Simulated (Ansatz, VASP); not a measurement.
**One calculation of MoS2, two programs**

```
CELL_PARAMETERS angstrom
3.08021 0.00000 0.00000
-1.54010 2.66754 0.00000
0.00000 0.00000 19.14173
ATOMIC_POSITIONS crystal
Mo 0.00000 0.00000 0.00023
Mo 0.66667 0.33333 0.33356
Mo 0.33333 0.66667 0.66690
S 0.33333 0.66667 0.25098
S 0.66667 0.33333 0.08279
S 0.00000 0.00000 0.58431
S 0.33333 0.66667 0.41612
S 0.66667 0.33333 0.91765
S 0.00000 0.00000 0.74946
```

Alike in both runs: task single point; functional PBEsol; k mesh 12 × 12 × 2; occupations gaussian, width 0.02 eV; no spin polarisation.

|  | VASP | Ansatz |
| --- | --- | --- |
| version | VASP 6.6.1 | Ansatz 0.2.0 |
| potentials or method | VASP PAW PBE potentials, release 64 (Mo_sv, S), cutoff 520 eV | scalar-relativistic, plane waves, PAW |
| valence electrons in the cell | 78 | 78 |

```tsv
	VASP	Ansatz	Ansatz less VASP
gap on the k mesh at the Fermi level (eV)	1.15	1.14	-0.014
least direct gap on the mesh (eV)	2.06	2.05	-0.006
pressure (GPa)	3.9	3.9	+0.04
traceless stress, the component that is largest in VASP (GPa)	-3.94	-3.89	+0.050
```

VASP's potentials were made for PBE, not for PBEsol. The functional is the same, so the differences come from potentials, cutoffs and numerics.
